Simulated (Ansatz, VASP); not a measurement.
## Two plane-wave programs on NaAu

```xyz
6
Lattice="6.9181 0.0000 0.0000 -3.4590 5.9912 0.0000 0.0000 0.0000 4.3187" Properties=species:S:1:pos:R:3 pbc="T T T"
Na    3.4590    0.0000    0.0000
Na    1.7295    2.9956    0.0000
Na   -1.7295    2.9956    0.0000
Au    0.0000    0.0000    0.0000
Au    0.0000    3.9942    2.1594
Au    3.4590    1.9971    2.1594
```

Alike in both runs: functional PBE; k mesh 6 × 6 × 8; occupations gaussian, width 0.02 eV; no spin polarisation.

Ansatz relaxed the structure, and its values are those at the end. VASP's run is a single point on that final structure, the one shown.

|  | VASP | Ansatz |
| --- | --- | --- |
| version | VASP 6.6.1 | Ansatz 0.2.0 |
| potentials or method | VASP PAW PBE potentials, release 64 (Na_pv, Au), cutoff 520 eV | scalar-relativistic, plane waves, PAW |
| valence electrons in the cell | 54 | 84 |

|  | VASP | Ansatz | Ansatz less VASP |
| --- | --- | --- | --- |
| gap on the k mesh at the Fermi level (eV) | 0.39 | 0.40 | +0.003 |
| least direct gap on the mesh (eV) | 0.47 | 0.47 | +0.003 |
| pressure (GPa) | 0.0 | 0.0 | 0.00 |

The functional is the same, so the differences come from potentials, cutoffs and numerics. VASP's potentials hold 54 valence electrons a cell and Ansatz's 84, so a difference there can come from the potentials and not from the codes.

Neither program's run includes spin-orbit coupling.
